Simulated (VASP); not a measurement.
Set up this calculation in VASP 6.6.1, as the native input.

```
Task                   : single point
Functional             : PBEsol
Potentials or basis    : VASP PAW PBE potentials, release 64 (C, H)
Cutoff                 : 520 eV
k mesh                 : 1 × 1 × 1
Occupations            : fermi-dirac, width 0.05 eV
Spin                   : no spin polarisation
Dipole correction      : no
Further INCAR settings : LREAL = Auto; ALGO = Normal; EDIFF = 1e-07; NBANDS = 60
```

The structure of HC5 lies in POSCAR:

```
HC5
1.0
    1.7769010000      1.7769010000      0.0000000000
   -1.7769010000      1.7769010000      0.0000000000
    0.0000000000      0.0000000000     32.3805640000
C H
20 4
Direct
    0.0014680000      0.0037800000      0.2434240000
    0.0400170000      0.9857730000      0.3512170000
    0.9904220000      0.9576080000      0.4543530000
    0.9594660000      0.9407010000      0.5641020000
    0.0206340000      0.0119970000      0.6814460000
    0.5116290000      0.0078400000      0.2689950000
    0.4861990000      0.9993360000      0.3728770000
    0.5056770000      0.0246820000      0.4874300000
    0.4798110000      0.0423720000      0.5932320000
    0.5191420000      0.9940820000      0.7079410000
    0.9707970000      0.4642090000      0.3225660000
    0.9980280000      0.4912380000      0.4307280000
    0.9987150000      0.5322440000      0.5429560000
    0.0386630000      0.4667960000      0.6482830000
    0.0264330000      0.5522390000      0.7626830000
    0.4524600000      0.5305280000      0.2912360000
    0.5237640000      0.4603350000      0.4025370000
    0.5308320000      0.4090380000      0.5146220000
    0.5034020000      0.5248060000      0.6246720000
    0.4888160000      0.4827780000      0.7333080000
    0.0224860000      0.6586050000      0.2215930000
    0.0318950000      0.3775220000      0.2175960000
    0.0162080000      0.1096710000      0.7796100000
    0.0103230000      0.8511140000      0.7870050000
```

These files were run (other wordings do the same):

INCAR

```
SYSTEM = HC5
  PREC = Accurate
  ENCUT = 520
  EDIFF = 1E-7
  ISMEAR = -1
  SIGMA = 0.05
  LREAL = Auto
  LASPH = .TRUE.
  NELM = 60
  ALGO = Normal
  ISIF = 2
  LWAVE = .FALSE.
  LCHARG = .FALSE.
  GGA = PS
  NBANDS = 60
```

KPOINTS

```
regular mesh
0
G
  1 1 1
  0 0 0
```

Potentials or basis: VASP PAW PBE potentials, release 64 (C, H).

The run is started by

```console
$ cat potpaw_PBE.64/C/POTCAR potpaw_PBE.64/H/POTCAR > POTCAR
$ mpirun -np 1 vasp_gam > vasp.out
```

It gave:

* Largest force: 14.027 eV/Å
* Band gap on the k mesh: 0.22 eV

Caveat: the k points lie up to 2.50 Å⁻¹ apart; the PAW data sets were made with another functional, which shifts forces and pressure a little.

Wall time 69 s on 1 thread of Intel(R) Xeon(R) Platinum 8488C (Sapphire Rapids), on a shared host, peak memory 0.27 GiB.
